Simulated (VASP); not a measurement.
Input of a VASP 6.6.1 run:

INCAR

```
PREC = Accurate
ENCUT = 500
EDIFF = 1E-6
ISMEAR = -5
SIGMA = 0.1
LREAL = F
LASPH = T
NELM = 120
ALGO = Normal
ISIF = 2
LWAVE = F
LCHARG = F
GGA = PE
NBANDS = 16
GGA_COMPAT = F
```

Contents of KPOINTS:

```
regular mesh
0
Gamma
  4 4 4
```

Contents of POSCAR:

```
InP
1.0
    0.0000000000      2.9519763857      2.9519763857
    2.9519763857      0.0000000000      2.9519763857
    2.9519763857      2.9519763857      0.0000000000
In P
1 1
Direct
    0.0000000000      0.0000000000      0.0000000000
    0.2500000000      0.2500000000      0.2500000000
```

Potentials or basis: VASP PAW PBE potentials, release 64 (In_d, P).

The run is started by

```bash
$ cat potpaw_PBE.64/In_d/POTCAR potpaw_PBE.64/P/POTCAR > POTCAR
$ mpirun -np 1 vasp_std > vasp.out
```

**Question.** What does it give for the pressure?

**Answer.** 1.9 GPa.

**Question.** Estimate the band gap on the k mesh.

**Answer.** 0.58 eV, direct.

Caveat: the k points lie up to 0.46 Å⁻¹ apart; spin-orbit coupling is left out, which moves the levels of the heavy elements. PBE gaps usually lie below the measured ones, often by a third to a half.
